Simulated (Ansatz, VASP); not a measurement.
Li2Sn: VASP beside Ansatz

INCAR

```
  ALGO = Fast
  EDIFF = 1E-6
  EDIFFG = -0.04
  ENCUT = 600
  GGA = PE
  IBRION = 2
  ISIF = 3
  ISMEAR = 0
  LASPH = True
  LCHARG = False
  LREAL = False
  LWAVE = False
  NELM = 80
  NSW = 90
  PREC = Accurate
  SIGMA = 0.1
```

The input KPOINTS:

```
k-points
0
Gamma
  6 6 6
```

File POSCAR:

```
Li2Sn
1.0
    0.0000000000      2.9024859162      2.9024859162
    2.9024859162      0.0000000000      2.9024859162
    2.9024859162      2.9024859162      0.0000000000
Li Sn
2 1
Direct
    0.2500000000      0.2500000000      0.2500000000
    0.7500000000      0.7500000000      0.7500000000
    0.0000000000      0.0000000000      0.0000000000
```

Input for Ansatz:

```yaml
crystal:
  lattice:
    - [0.0, 2.9024859162, 2.9024859162]
    - [2.9024859162, 0.0, 2.9024859162]
    - [2.9024859162, 2.9024859162, 0.0]
  atoms:
    - { symbol: Li, position: [0.25, 0.25, 0.25] }
    - { symbol: Li, position: [0.75, 0.75, 0.75] }
    - { symbol: Sn, position: [0.0, 0.0, 0.0] }
basis:
  ecutwfc: 420
kpoints:
  mp_grid: { grid: [6, 6, 6] }
hamiltonian:
  xc: pbe
scf:
  occupations: { method: gaussian, width: 0.1 }
  lower_state_search: "off"
output:
  forces: true
  stress: true
  eigenvalues: true
relax:
  adjacent_minimum: "off"
  f_tol: 0.04
  max_steps: 70
  cell: { stress_tol: 0.4 }
```

Alike in both runs: task relaxation of cell and atoms; functional PBE; k mesh 6 × 6 × 6; occupations gaussian, width 0.1 eV; no spin polarisation.

|  | VASP | Ansatz |
| --- | --- | --- |
| version | VASP 6.6.1 | Ansatz 0.2.0 |
| potentials or method | VASP PAW PBE potentials, release 64 (Li_sv, Sn_d), cutoff 600 eV | scalar-relativistic, plane waves, PAW |
| valence electrons in the cell | 20 | 20 |

```csv
,VASP,Ansatz,Ansatz less VASP
"gap on the k mesh at the Fermi level, each at its own relaxed structure (eV)",none,none,-
relaxed volume (Å³/atom),23.14,23.32,+0.175
relaxed cell length with the largest relative difference (Å),4.613,4.625,+0.0116
```

A gap of «none» marks a metal or a gap that the smearing closes.

Noted on VASP's run: the cutoff is short for stress, so the pressure is rough; the volume moved by over 15 % at a fixed basis, so the end points are rough.
